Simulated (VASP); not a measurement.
Here is a VASP 6.6.1 calculation.

INCAR

```
SYSTEM = Mo
ALGO = Normal
DIPOL = 0.5 0.5 0.647
EDIFF = 1E-6
ENCUT = 520
GGA = PS
IDIPOL = 3
ISIF = 2
ISMEAR = 1
LASPH = .TRUE.
LCHARG = .FALSE.
LDIPOL = .TRUE.
LREAL = .FALSE.
LWAVE = .FALSE.
NBANDS = 66
NELM = 100
PREC = Accurate
SIGMA = 0.1
```

File KPOINTS:

```
k-points
0
G
  12 8 1
  0 0 0
```

File POSCAR:

```
Mo
1.0
    2.9761986886      0.0000000000      0.0000000000
    0.0000000000      4.2089805696      0.0000000000
    0.0000000000      0.0000000000     28.3333945423
Mo
8
Direct
    0.5000000000      0.0000000000      0.5205002720
    0.0000000000      0.5000000000      0.5296519693
    0.0000000000      1.0000000000      0.6066448082
    0.5000000000      0.5000000000      0.6074480842
    0.5000000000      1.0000000000      0.6885218746
    0.0000000000      0.5000000000      0.6884275674
    0.0000000000      0.0000000000      0.7685536125
    0.5000000000      0.5000000000      0.7672696767
```

Potentials or basis: VASP PAW PBE potentials, release 64 (Mo_sv).

Run with:

```sh
$ cat potpaw_PBE.64/Mo_sv/POTCAR > POTCAR
$ mpirun -np 1 vasp_std > vasp.out
```

Estimate the largest force.

0.927 eV/Å.

What does it give for the band gap on the k mesh?

Zero (band 56 reaches 2.56 eV, above the bottom of band 57 at 0.47 eV).

Forces on the atoms (eV/Å):
```
Mo   0.000  0.000  0.927
Mo   0.000  0.000 -0.162
Mo   0.000  0.000 -0.432
Mo   0.000  0.000 -0.361
Mo   0.000  0.000  0.045
Mo   0.000  0.000  0.029
Mo   0.000  0.000  0.161
Mo   0.000  0.000 -0.208
```

Caveat: the PAW data sets were made with another functional, which shifts forces and pressure a little.
